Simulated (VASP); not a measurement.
# MnSn3 (Fm-3m) in VASP: further runs

The runs below take MnSn3 through single point, relaxation of cell and atoms, with PBE.

Program: VASP 6.6.1. These are calculated values, not measurements. Logs are shortened: lines on timing, memory, paths and dates and some standing lists are left out, and cuts for length are marked.

### 1 The cell of the first run

It takes space group Fm-3m (No. 225, cubic). The conventional cell has a = 7.433 Å, b = 7.433 Å, c = 7.433 Å, α = 90.00°, β = 90.00°, γ = 90.00°. Sn (site symmetry -43m) has 10 Sn at 3.22 to 3.72 Å and 4 Mn at 3.22 Å within 4.2 Å. Within 4.2 Å of Sn (site symmetry m-3m) lie 8 Sn at 3.22 Å and 6 Mn at 3.72 Å. Mn (site symmetry m-3m) has 14 Sn at 3.22 to 3.72 Å within 4.2 Å.

### 2 Single point, PBE, collinear spin, ferromagnetic start

INCAR

```
SYSTEM = MnSn3
PREC = Accurate
ENCUT = 520
EDIFF = 1E-6
ISMEAR = 0
SIGMA = 0.1
LREAL = .False.
LASPH = .True.
NELM = 150
ALGO = Normal
ISIF = 2
LWAVE = .False.
LCHARG = .False.
ISPIN = 2
MAGMOM = 0 0 0 4
LORBIT = 11
LMAXMIX = 4
GGA = PE
NBANDS = 40
```

KPOINTS

```
regular mesh
0
Gamma
  10 10 10
  0 0 0
```

POSCAR

```
MnSn3
1.0
    0.0000000000      3.7167177337      3.7167177337
    3.7167177337      0.0000000000      3.7167177337
    3.7167177337      3.7167177337      0.0000000000
Sn Mn
3 1
Direct
    0.2500000000      0.2500000000      0.2500000000
    0.7500000000      0.7500000000      0.7500000000
    0.5000000000      0.5000000000      0.5000000000
    0.0000000000      0.0000000000      0.0000000000
```

Potentials or basis: VASP PAW PBE potentials, release 64 (Sn_d, Mn_pv).

Started as:

```
$ cat potpaw_PBE.64/Sn_d/POTCAR potpaw_PBE.64/Mn_pv/POTCAR > POTCAR
$ mpirun -np 1 vasp_std > vasp.out
```

OUTCAR:

```text
SYSTEM = MnSn3
   PREC = Accurate
   ENCUT = 520
   EDIFF = 1E-6
   ISMEAR = 0
   LREAL = .False.
   LASPH = .True.
   NELM = 150
   ISIF = 2
   ISPIN = 2
   LORBIT = 11
   GGA = PE

 ion  position               nearest neighbor table
   1  0.250  0.250  0.250-   4 3.22   4 3.22   4 3.22   3 3.22   4 3.22   3 3.22   3 3.22   3 3.22
                             2 3.72   2 3.72   2 3.72   2 3.72   2 3.72   2 3.72
   2  0.750  0.750  0.750-   3 3.22   3 3.22   3 3.22   3 3.22   4 3.22   4 3.22   4 3.22   4 3.22
                             1 3.72   1 3.72   1 3.72   1 3.72   1 3.72   1 3.72
   3  0.500  0.500  0.500-   1 3.22   1 3.22   1 3.22   1 3.22   2 3.22   2 3.22   2 3.22   2 3.22

   4  0.000  0.000  0.000-   2 3.22   2 3.22   2 3.22   1 3.22   2 3.22   1 3.22   1 3.22   1 3.22

  LATTYP: Found a face centered cubic cell.
 ALAT       =     7.4334354674

  Lattice vectors:

 A1 = (   0.0000000000,   3.7167177337,   3.7167177337)
 A2 = (   3.7167177337,   0.0000000000,   3.7167177337)
 A3 = (   3.7167177337,   3.7167177337,   0.0000000000)

Analysis of symmetry for initial positions (statically):
=====================================================================
 Subroutine PRICEL returns:
 Original cell was already a primitive cell.

 Routine SETGRP: Setting up the symmetry group for a
 face centered cubic supercell.

 Subroutine GETGRP returns: Found 48 space group operations
 (whereof 48 operations were pure point group operations)
 out of a pool of 48 trial point group operations.

The static configuration has the point symmetry O_h .

Analysis of symmetry for dynamics (positions and initial velocities):
=====================================================================
 Subroutine PRICEL returns:
 Original cell was already a primitive cell.

 Routine SETGRP: Setting up the symmetry group for a
 face centered cubic supercell.

 Subroutine GETGRP returns: Found 48 space group operations
 (whereof 48 operations were pure point group operations)
 out of a pool of 48 trial point group operations.

The dynamic configuration has the point symmetry O_h .

Analysis of structural, dynamic, and magnetic symmetry:
=====================================================================
 Subroutine PRICEL returns:
 Original cell was already a primitive cell.

 Routine SETGRP: Setting up the symmetry group for a
 face centered cubic supercell.

 Subroutine GETGRP returns: Found 48 space group operations
 (whereof 48 operations were pure point group operations)
 out of a pool of 48 trial point group operations.

The overall configuration has the point symmetry O_h .

 Subroutine INISYM returns: Found 48 space group operations
 (whereof 48 operations are pure point group operations),
 and found     1 'primitive' translations

----------------------------------------------------------------------------------------

                                     Primitive cell

  volume of cell :     102.6854

  direct lattice vectors                    reciprocal lattice vectors
     0.000000000  3.716717734  3.716717734    -0.134527300  0.134527300  0.134527300
     3.716717734  0.000000000  3.716717734     0.134527300 -0.134527300  0.134527300
     3.716717734  3.716717734  0.000000000     0.134527300  0.134527300 -0.134527300

  length of vectors
     5.256232627  5.256232627  5.256232627     0.233008118  0.233008118  0.233008118

  position of ions in fractional coordinates (direct lattice)
     0.250000000  0.250000000  0.250000000
     0.750000000  0.750000000  0.750000000
     0.500000000  0.500000000  0.500000000
     0.000000000  0.000000000  0.000000000

  ion indices of the primitive-cell ions
   primitive index   ion index
                 1           1
                 2           2
                 3           3
                 4           4

----------------------------------------------------------------------------------------

 KPOINTS: regular mesh

Automatic generation of k-mesh.
 Grid dimensions read from file:
 generate k-points for:   10   10   10

 Generating k-lattice:

  Cartesian coordinates                     Fractional coordinates (reciprocal lattice)
    -0.013452730  0.013452730  0.013452730     0.100000000  0.000000000  0.000000000
     0.013452730 -0.013452730  0.013452730     0.000000000  0.100000000  0.000000000
     0.013452730  0.013452730 -0.013452730     0.000000000  0.000000000  0.100000000

  Length of vectors
     0.023300812  0.023300812  0.023300812

  Shift w.r.t. Gamma in fractional coordinates (k-lattice)
     0.000000000  0.000000000  0.000000000

 Subroutine IBZKPT returns following result:
 ===========================================

 Found     47 irreducible k-points:

 Following reciprocal coordinates:
            Coordinates               Weight
  0.000000  0.000000  0.000000      1.000000
  0.100000  0.000000  0.000000      8.000000
  0.200000  0.000000  0.000000      8.000000
[... 61 lines left out ...]
   NGX = 19   NGY = 19   NGZ = 19

 number of electron      55.0000013 magnetization       4.0646752

 Free energy of the ion-electron system (eV)
  ---------------------------------------------------
  ext. energy  EPLUGINS =         0.00000000
  ---------------------------------------------------
  free energy    TOTEN  =       -19.14746735 eV

  energy without entropy =      -19.13283472  energy(sigma->0) =      -19.14015104

 E-fermi :   7.4743     XC(G=0): -10.3426

 val. band max:        7.4740023525   @ k =  -0.3000   0.4000   0.2000
 cond. band min:       7.4749888259   @ k =   0.1000   0.1000   0.0000
 fundamental gap:      0.0009864734
 Fermi energy:         7.4743045544

 spin component 1

 k-point     1 :       0.0000    0.0000    0.0000
  band No.  band energies     occupation
      1     -43.0231      1.00000
      2     -43.0230      1.00000
      3     -43.0230      1.00000
      4     -14.0963      1.00000
      5     -14.0963      1.00000
      6     -14.0963      1.00000
[... 31 lines left out ...]
     38      12.3933      0.00000
     39      17.6030      0.00000

 k-point     2 :       0.1000    0.0000    0.0000
  band No.  band energies     occupation
      1     -43.0231      1.00000
      2     -43.0230      1.00000
      3     -43.0230      1.00000
      4     -14.0980      1.00000
      5     -14.0980      1.00000
      6     -14.0967      1.00000
[... 913 lines left out ...]
     38      14.0043      0.00000
     39      14.2166      0.00000

 k-point    24 :       0.4000    0.3000    0.0000
  band No.  band energies     occupation
      1     -43.0231      1.00000
      2     -43.0231      1.00000
      3     -43.0230      1.00000
      4     -14.1172      1.00000
      5     -14.1160      1.00000
      6     -14.0816      1.00000
[... 31 lines left out ...]
     38      13.5976      0.00000
     39      13.7556      0.00000

 [... further k-points ...]

 spin component 2

 k-point     1 :       0.0000    0.0000    0.0000
  band No.  band energies     occupation
      1     -38.7896      1.00000
      2     -38.7896      1.00000
      3     -38.7896      1.00000
      4     -14.1000      1.00000
      5     -14.1000      1.00000
      6     -14.1000      1.00000
[... 31 lines left out ...]
     38      12.9024      0.00000
     39      18.0110      0.00000

 k-point     2 :       0.1000    0.0000    0.0000
  band No.  band energies     occupation
      1     -38.7896      1.00000
      2     -38.7896      1.00000
      3     -38.7896      1.00000
      4     -14.1019      1.00000
      5     -14.1019      1.00000
      6     -14.1006      1.00000
[... 913 lines left out ...]
     38      14.3276      0.00000
     39      14.5609      0.00000

 k-point    24 :       0.4000    0.3000    0.0000
  band No.  band energies     occupation
      1     -38.7896      1.00000
      2     -38.7896      1.00000
      3     -38.7896      1.00000
      4     -14.1218      1.00000
      5     -14.1205      1.00000
      6     -14.0854      1.00000
[... 31 lines left out ...]
     38      13.9539      0.00000
     39      14.2037      0.00000

 [... further k-points ...]

 [bands above 39 left out]

------------------------ aborting loop because EDIFF is reached ----------------------------------------

  FORCE on cell =-STRESS in cart. coord.  units (eV):
  Direction    XX          YY          ZZ          XY          YZ          ZX
  --------------------------------------------------------------------------------------
  -------------------------------------------------------------------------------------
  Total       -1.1722142     -1.1722142     -1.1722142      0.0000000     -0.0000000     -0.0000000
  in kB      -18.2897938    -18.2897938    -18.2897938      0.0000000     -0.0000000     -0.0000000
  external PRESSURE =     -18.2897938 kB  Pullay stress =       0.0000000 kB

 VOLUME and BASIS-vectors are now :
 -----------------------------------------------------------------------------
  energy-cutoff  :      520.00
  volume of cell :      102.69
      direct lattice vectors                 reciprocal lattice vectors
     0.000000000  3.716717734  3.716717734    -0.134527300  0.134527300  0.134527300
     3.716717734  0.000000000  3.716717734     0.134527300 -0.134527300  0.134527300
     3.716717734  3.716717734  0.000000000     0.134527300  0.134527300 -0.134527300

 POSITION                                       TOTAL-FORCE (eV/Angst)
 -----------------------------------------------------------------------------------
      1.85836      1.85836      1.85836        -0.000000     -0.000000     -0.000000
      5.57508      5.57508      5.57508         0.000000      0.000000      0.000000
      3.71672      3.71672      3.71672        -0.000000      0.000000      0.000000
      0.00000      0.00000      0.00000        -0.000000      0.000000      0.000000
 -----------------------------------------------------------------------------------
    total drift:                               -0.000000      0.000000      0.000000

  FREE ENERGIE OF THE ION-ELECTRON SYSTEM (eV)
  ---------------------------------------------------
  free  energy   TOTEN  =       -19.1474673542 eV

  energy  without entropy=      -19.1328347216  energy(sigma->0) =      -19.14015104

 total charge

# of ion       s       p       d       tot
------------------------------------------
    1        1.271   0.923   9.972  12.166
    2        1.271   0.923   9.972  12.166
    3        1.302   0.886   9.983  12.171
    4        0.272   6.102   4.926  11.301
--------------------------------------------------
tot          4.117   8.834  34.852  47.803

 magnetization (x)

# of ion       s       p       d       tot
------------------------------------------
    1        0.011  -0.080   0.002  -0.067
    2        0.011  -0.080   0.002  -0.067
    3       -0.013   0.018  -0.004   0.000
    4        0.048   0.024   3.951   4.024
--------------------------------------------------
tot          0.058  -0.118   3.950   3.890
```

Wall time 12 min (1 thread of Intel Xeon 8259CL, shared host); peak memory 0.47 GiB.

Results:

- Free energy: -19.1475 eV
- Pressure: -1.8 GPa
- Net moment: 4.06 μB per cell
- Site moments: Sn -0.07, +0.00; Mn +4.02 μB
- Valence electrons inside the program's atomic spheres: Sn 12.17; Mn 11.30

Caveat: spin-orbit coupling is left out, which moves the levels of the heavy elements.

### 3 Single point, PBE, collinear spin, ferromagnetic start

This run uses another cell than the first one, of 24.44 Å³/atom, 0.952 times its volume.

INCAR

```
SYSTEM = MnSn3
ALGO     = Normal         ! electronic algorithm
EDIFF    = 1E-6           ! SCF threshold, eV
ENCUT    = 520            ! plane-wave cutoff, eV
GGA      = PE             ! functional
ISIF     = 2              ! what is computed and relaxed
ISMEAR   = 0              ! smearing method
ISPIN    = 2              ! spin polarisation
LASPH    = .TRUE.         ! aspherical terms in the spheres
LCHARG   = .TRUE.         ! write CHGCAR
LELF     = .TRUE.         ! ELF
LMAXMIX  = 4              ! l up to which the mixer works
LORBIT   = 11             ! projections on sites
LREAL    = .FALSE.        ! projectors in reciprocal space
LVHAR    = .TRUE.       
LWAVE    = .FALSE.        ! write WAVECAR
MAGMOM   = 0 0 0 3.63     ! initial moments
NBANDS   = 40             ! bands
NELM     = 150            ! most SCF steps
PREC     = Accurate       ! precision mode
SIGMA    = 0.1            ! smearing width, eV
```

KPOINTS

```
k-points
0
G
  6 6 6
  0 0 0
```

POSCAR

```
MnSn3
1.0
    0.0000000000      3.6564224253      3.6564224253
    3.6564224253      0.0000000000      3.6564224253
    3.6564224253      3.6564224253      0.0000000000
Sn Mn
3 1
Direct
    0.2500000000      0.2500000000      0.2500000000
    0.7500000000      0.7500000000      0.7500000000
    0.5000000000      0.5000000000      0.5000000000
    0.0000000000      0.0000000000      0.0000000000
```

Potentials or basis: VASP PAW PBE potentials, release 64 (Sn_d, Mn_pv).

Started as:

```
$ cat potpaw_PBE.64/Sn_d/POTCAR potpaw_PBE.64/Mn_pv/POTCAR > POTCAR
$ mpirun -np 1 vasp_std > vasp.out
```

Run time: 3.8 min. Hardware: 1 thread of Oxide Virtual Turin-like, shared host; peak memory 0.3 GiB.

Results (log left out):

| Item | Value |
| --- | --- |
| Free energy | -19.1963 eV |
| Pressure | 0.2 GPa |
| Net moment | 3.81 μB per cell |
| Site moments | Sn -0.09, -0.00; Mn +3.88 μB |
| Valence electrons inside the program's atomic spheres | Sn 12.20, 12.21; Mn 11.34 |

Levels at points of the mesh, in eV from the Fermi level:
Spin up:
| k point | band 27 | band 28 | band 29 | band 30 | band 31 | band 32 |
| --- | --- | --- | --- | --- | --- | --- |
| (0.00, 0.00, 0.00) | -1.10 | -1.10 | -1.10 | -0.22 | -0.22 | -0.22 |
| (0.50, 0.00, 0.00) | -1.30 | -1.28 | -1.28 | -1.24 | -1.24 | 2.48 |
| (0.50, 0.50, 0.00) | -2.83 | -2.63 | -2.16 | 3.15 | 3.35 | 3.35 |
Spin down:
```csv
k point,band 24,band 25,band 26,band 27,band 28,band 29
"(0.00, 0.00, 0.00)",-2.27,-1.10,-1.10,-1.10,0.49,0.49
"(0.50, 0.00, 0.00)",-1.83,-1.21,-1.21,0.28,0.28,1.24
"(0.50, 0.50, 0.00)",-2.70,0.15,0.15,0.74,1.03,1.16
```

Caveat: spin-orbit coupling is left out, which moves the levels of the heavy elements.

### 4 Relaxation of cell and atoms, PBE, collinear spin, ferromagnetic start

This run uses another cell than the first one, of 19.55 Å³/atom, 0.762 times its volume.

INCAR

```
  ALGO = Normal
  EDIFF = 1E-6
  EDIFFG = -0.05
  ENCUT = 600
  GGA = PE
  IBRION = 2
  ISIF = 3
  ISMEAR = 0
  ISPIN = 2
  LASPH = T
  LCHARG = F
  LMAXMIX = 4
  LORBIT = 11
  LREAL = F
  LWAVE = F
  MAGMOM = 0 0 0 3.63
  NELM = 150
  NSW = 100
  PREC = Accurate
  SIGMA = 0.1
```

KPOINTS

```
k-points
0
Gamma
  6 6 6
```

POSCAR

```
MnSn3
1.0
    0.0000000000      3.3941074405      3.3941074405
    3.3941074405      0.0000000000      3.3941074405
    3.3941074405      3.3941074405      0.0000000000
Sn Mn
3 1
Direct
    0.2500000000      0.2500000000      0.2500000000
    0.7500000000      0.7500000000      0.7500000000
    0.5000000000      0.5000000000      0.5000000000
    0.0000000000      0.0000000000      0.0000000000
```

Started as:

```
$ cat potpaw_PBE.64/Sn_d/POTCAR potpaw_PBE.64/Mn_pv/POTCAR > POTCAR
$ mpirun -np 1 vasp_std > vasp.out
```

It took 22 min on 1 thread of Oxide Virtual Turin-like, shared host; peak memory 0.31 GiB.

Results (log left out):

| Quantity | Value |
| --- | --- |
| Free energy | -17.7706 eV |
| Relaxed volume | 21.86 Å³/atom |
| Relaxed cell | a = 4.982 Å, b = 4.982 Å, c = 4.982 Å, α = 60.00°, β = 60.00°, γ = 60.00° |
| Space group after relaxing (to 0.05 Å) | Fm-3m (No. 225) |
| Energy gained by relaxing | -112.1 meV/atom |
| Ionic steps | 5 |
| Pressure after relaxing | 0.1 GPa |
| Net moment | 0.00 μB per cell |
| Valence electrons inside the program's atomic spheres | Sn 12.24, 12.27; Mn 11.49 |

The path:
```csv
step,energy change (eV),largest force (eV/Å),pressure (GPa),volume (Å³)
1,0.0000,0.0000,18.77,78.20
2,1.1087,0.0000,-8.93,107.09
3,0.5702,0.0000,-4.76,94.97
4,0.4749,0.0000,-2.45,90.82
5,0.4485,0.0000,0.08,87.43
```

Final structure:
```yaml
crystal:
  lattice:
    - [0.00000, 3.52267, 3.52267]
    - [3.52267, 0.00000, 3.52267]
    - [3.52267, 3.52267, 0.00000]
  atoms:
    - { symbol: Sn, position: [0.25000, 0.25000, 0.25000] }
    - { symbol: Sn, position: [0.75000, 0.75000, 0.75000] }
    - { symbol: Sn, position: [0.50000, 0.50000, 0.50000] }
    - { symbol: Mn, position: [0.00000, 0.00000, 0.00000] }
```

Levels at points of the mesh, in eV from the Fermi level:
Spin up:
| k point | band 25 | band 26 | band 27 | band 28 | band 29 | band 30 | band 31 | band 32 |
| --- | --- | --- | --- | --- | --- | --- | --- | --- |
| (0.00, 0.00, 0.00) | -0.87 | -0.87 | -0.87 | -0.38 | -0.38 | 1.57 | 1.57 | 1.57 |
| (0.50, 0.00, 0.00) | -0.87 | -0.87 | -0.40 | -0.40 | 0.84 | 0.84 | 0.84 | 3.53 |
| (0.50, 0.50, 0.00) | -0.44 | -0.44 | -0.23 | 0.12 | 0.54 | 4.21 | 4.33 | 4.33 |
Spin down:
| k point | band 26 | band 27 | band 28 | band 29 | band 30 | band 31 |
| --- | --- | --- | --- | --- | --- | --- |
| (0.00, 0.00, 0.00) | -0.87 | -0.87 | -0.38 | -0.38 | 1.57 | 1.57 |
| (0.50, 0.00, 0.00) | -0.87 | -0.40 | -0.40 | 0.84 | 0.84 | 0.85 |
| (0.50, 0.50, 0.00) | -0.44 | -0.23 | 0.12 | 0.54 | 4.21 | 4.33 |

Caveat: the starting moments collapsed, and a magnetic state may lie lower; spin-orbit coupling is left out, which moves the levels of the heavy elements.
